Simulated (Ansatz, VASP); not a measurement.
## Two plane-wave programs on NbAs

```
Nb As
1.0
     2.26802   -2.27007    0.00000
     2.26802    2.27007    0.00000
     0.00000    0.00000    3.24233
Nb As
1 1
Cartesian
  0.0000 0.0000 0.0000
  2.2680 0.0000 1.6212
```

Change from the starting cell: species swapped into the TaW type (Cmmm, No. 65).

Alike in both runs: functional PBE; k mesh 7 × 7 × 4; occupations gaussian, width 0.2 eV; no spin polarisation.

Ansatz relaxed the structure, and its values are those at the end. VASP's run is a single point on that final structure, the one shown.

```csv
,VASP,Ansatz
version,VASP 6.6.1,Ansatz 0.2.0
potentials or method,"VASP PAW PBE potentials, release 64 (Nb_sv, As), cutoff 500 eV","scalar-relativistic, plane waves, PAW"
valence electrons in the cell,18,28
```

|  | VASP | Ansatz | Ansatz less VASP |
| --- | --- | --- | --- |
| gap on the k mesh at the Fermi level (eV) | none | none | - |
| pressure (GPa) | 0.0 | 0.0 | -0.01 |

A gap of «none» marks a metal or a gap that the smearing closes. The functional is the same, so the differences come from potentials, cutoffs and numerics. VASP's potentials hold 18 valence electrons a cell and Ansatz's 28, so a difference there can come from the potentials and not from the codes.

The k mesh is coarse, so the values compare programs but aren't converged.
